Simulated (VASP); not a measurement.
# Ba (Im-3m) in VASP: further runs, part 2 of 2

VASP 6.6.1.

## Step 3: Single point, PBEsol

This run uses another cell than the first one, of 57.73 Å³/atom, 0.920 times its volume.

The input, INCAR:

```
  ALGO = Normal
  EDIFF = 1E-7
  ENCUT = 520
  GGA = PS
  ISIF = 2
  ISMEAR = 0
  LASPH = True
  LCHARG = False
  LREAL = False
  LWAVE = False
  NBANDS = 11
  NELM = 80
  PREC = Accurate
  SIGMA = 0.1
```

The input, KPOINTS:

```
k-points
0
Gamma
  12 12 12
```

The input, POSCAR:

```
Ba
1.0
   -2.4346939477      2.4346939477      2.4346939477
    2.4346939477     -2.4346939477      2.4346939477
    2.4346939477      2.4346939477     -2.4346939477
Ba
1
Direct
    0.0000000000      0.0000000000      0.0000000000
```

Potentials or basis: VASP PAW PBE potentials, release 64 (Ba_sv).

On the command line:

```bash
cat potpaw_PBE.64/Ba_sv/POTCAR > POTCAR
mpirun -np 1 vasp_std > vasp.out
```

OUTCAR:

```text
EDIFF = 1E-7
   ENCUT = 520
   GGA = PS
   ISIF = 2
   ISMEAR = 0
   LASPH = True
   LREAL = False
   NELM = 80
   PREC = Accurate

 ion  position               nearest neighbor table
   1  0.000  0.000  0.000-

  LATTYP: Found a body centered cubic cell.
 ALAT       =     4.8693878954

  Lattice vectors:

 A1 = (  -2.4346939477,   2.4346939477,   2.4346939477)
 A2 = (   2.4346939477,  -2.4346939477,   2.4346939477)
 A3 = (   2.4346939477,   2.4346939477,  -2.4346939477)

Analysis of symmetry for initial positions (statically):
=====================================================================
 Subroutine PRICEL returns:
 Original cell was already a primitive cell.

 Routine SETGRP: Setting up the symmetry group for a
 body centered cubic supercell.

 Subroutine GETGRP returns: Found 48 space group operations
 (whereof 48 operations were pure point group operations)
 out of a pool of 48 trial point group operations.

The static configuration has the point symmetry O_h .

[... 155 lines left out ...]

  energy without entropy =       -2.14525093  energy(sigma->0) =       -2.14843609

 E-fermi :   1.8278     XC(G=0):  -7.7961

 val. band max:        1.8021129523   @ k =  -0.3333   0.5000   0.1667
 cond. band min:       1.8409584967   @ k =  -0.3333   0.4167   0.2500
 fundamental gap:      0.0388455443
 Fermi energy:         1.8277574026

 k-point     1 :       0.0000    0.0000    0.0000
  band No.  band energies     occupation
      1     -26.8850      2.00000
      2     -11.7576      2.00000
      3     -11.7576      2.00000
      4     -11.7576      2.00000
      5      -0.9761      2.00000
      6       3.7380      0.00000
      7       3.7380      0.00000
      8       3.7380      0.00000
      9       5.2967      0.00000
     10       5.2967      0.00000
     11       9.0240      0.00000
[... 309 lines left out ...]
 k-point    24 :       0.4167    0.0833    0.0833
  band No.  band energies     occupation
      1     -26.8199      2.00000
      2     -12.3316      2.00000
      3     -11.9820      2.00000
      4     -11.8043      2.00000
      5       1.1697      2.00000
      6       2.4115      0.00000
      7       3.1680      0.00000
      8       5.4284      0.00000
      9       5.9510      0.00000
     10       7.8483      0.00000
     11       8.0672      0.00000

 [... further k-points ...]
[... 5 lines left out ...]
  --------------------------------------------------------------------------------------
  -------------------------------------------------------------------------------------
  Total        0.0441442      0.0441442      0.0441442     -0.0000000      0.0000000     -0.0000000
  in kB        1.2251545      1.2251545      1.2251545     -0.0000000      0.0000000     -0.0000000
  external PRESSURE =       1.2251545 kB  Pullay stress =       0.0000000 kB

 VOLUME and BASIS-vectors are now :
 -----------------------------------------------------------------------------
  energy-cutoff  :      520.00
  volume of cell :       57.73
      direct lattice vectors                 reciprocal lattice vectors
    -2.434693948  2.434693948  2.434693948     0.000000000  0.205364621  0.205364621
     2.434693948 -2.434693948  2.434693948     0.205364621  0.000000000  0.205364621
     2.434693948  2.434693948 -2.434693948     0.205364621  0.205364621  0.000000000

 POSITION                                       TOTAL-FORCE (eV/Angst)
 -----------------------------------------------------------------------------------
      0.00000      0.00000      0.00000         0.000000      0.000000      0.000000
 -----------------------------------------------------------------------------------
    total drift:                                0.000000      0.000000      0.000000

  FREE ENERGIE OF THE ION-ELECTRON SYSTEM (eV)
  ---------------------------------------------------
  free  energy   TOTEN  =        -2.1516212498 eV

  energy  without entropy=       -2.1452509305  energy(sigma->0) =       -2.14843609
```

OSZICAR:

```text
N       E                     dE             d eps       ncg     rms          rms(c)
DAV:   1     0.538926132359E+02    0.53893E+02   -0.43069E+03  1584   0.758E+02
DAV:   2     0.383073402426E+00   -0.53510E+02   -0.52113E+02  1915   0.137E+02
DAV:   3    -0.208102410338E+01   -0.24641E+01   -0.24455E+01  1996   0.305E+01
DAV:   4    -0.215269808285E+01   -0.71674E-01   -0.71565E-01  2053   0.489E+00
DAV:   5    -0.215502739141E+01   -0.23293E-02   -0.23291E-02  2071   0.698E-01    0.179E+00
DAV:   6    -0.215272588817E+01    0.23015E-02   -0.48266E-03  2129   0.578E-01    0.105E+00
DAV:   7    -0.215152300636E+01    0.12029E-02   -0.64060E-03  2190   0.725E-01    0.511E-02
DAV:   8    -0.215161584586E+01   -0.92840E-04   -0.16730E-04  2102   0.840E-02    0.216E-02
DAV:   9    -0.215162168821E+01   -0.58423E-05   -0.68136E-06  1896   0.216E-02    0.269E-03
DAV:  10    -0.215162148587E+01    0.20234E-06   -0.17722E-07  2051   0.250E-03    0.109E-03
DAV:  11    -0.215162126611E+01    0.21975E-06   -0.36196E-08  1213   0.114E-03    0.256E-04
DAV:  12    -0.215162124982E+01    0.16295E-07   -0.12172E-08  1067   0.730E-04
   1 F= -.21516212E+01 E0= -.21484361E+01  d E =-.637032E-02
```

It took 10 s on 1 thread of Intel Xeon 6975P-C (Granite Rapids), shared host; peak memory 0.2 GiB.

What came out:

```yaml
Free_energy: -2.1516 eV
Pressure: 0.1 GPa
Band_gap_on_the_k_mesh: zero (band 5 reaches 2.43 eV, above the bottom of band 6 at 1.16 eV)
```

Caveat: the PAW data sets were made with another functional, which shifts forces and pressure a little; spin-orbit coupling is left out, which moves the levels of the heavy elements.

## Step 4: Single point, PBEsol

The input, INCAR:

```
ALGO = Normal
EDIFF = 1E-6
ENCUT = 500
GGA = PS
GGA_COMPAT = F
ISIF = 2
ISMEAR = 0
LASPH = T
LCHARG = T
LELF = T
LREAL = F
LVHAR = T
LWAVE = F
NBANDS = 11
NELM = 120
PREC = Accurate
SIGMA = 0.1
```

The input, KPOINTS:

```
k-points
0
Gamma
  6 6 6
```

The input, POSCAR:

```
Ba
1.0
   -2.5032768290      2.5032768290      2.5032768290
    2.5032768290     -2.5032768290      2.5032768290
    2.5032768290      2.5032768290     -2.5032768290
Ba
1
Direct
    0.0000000000      0.0000000000      0.0000000000
```

On the command line:

```bash
cat potpaw_PBE.64/Ba_sv/POTCAR > POTCAR
mpirun -np 1 vasp_std > vasp.out
```

Wall time 12 s (1 thread of Intel Xeon 8259CL, shared host); peak memory 0.17 GiB.

The run converged. Its results:

```
Free energy            : -2.1359 eV
Pressure               : -0.5 GPa
Band gap on the k mesh : zero (band 5 reaches 1.63 eV, above the bottom of band 6 at 1.00 eV)
```

Levels at points of the mesh, in eV from the Fermi level:
```
           k point  band 2  band 3  band 4  band 5  band 6  band 7  band 8  band 9
(0.00, 0.00, 0.00)  -13.81  -13.81  -13.81   -2.80    1.79    1.79    1.79    3.23
(0.50, 0.00, 0.00)  -14.28  -13.96  -13.81   -0.93    0.65    1.24    3.18    3.78
(0.50, 0.50, 0.50)  -14.14  -14.14  -14.14   -0.57   -0.57    4.33    4.33    4.33
```

Caveat: the PAW data sets were made with another functional, which shifts forces and pressure a little; spin-orbit coupling is left out, which moves the levels of the heavy elements.

## Step 5: Summary

| task | cell | k mesh | cutoff (eV) | gap on the mesh (eV) | pressure (GPa) |
| --- | --- | --- | --- | --- | --- |
| relaxation of cell and atoms | relaxed from a = 4.336 Å, angles 109.5°, 1 atom | 12 × 12 × 12 | 600 | none | 0.0 |
| single point | a = 4.217 Å, angles 109.5°, 1 atom | 12 × 12 × 12 | 520 | none | 0.1 |
| single point | a = 4.336 Å, angles 109.5°, 1 atom | 6 × 6 × 6 | 500 | none | -0.5 |

Alike in all rows: level PBEsol; potentials or basis VASP PAW PBE potentials, release 64 (Ba_sv); no spin polarisation; smearing gaussian 0.1 eV.

Caveats: the PAW data sets were made with another functional, which shifts forces and pressure a little; spin-orbit coupling is left out, which moves the levels of the heavy elements.

Absolute energies hang on the potentials; compare differences alone.
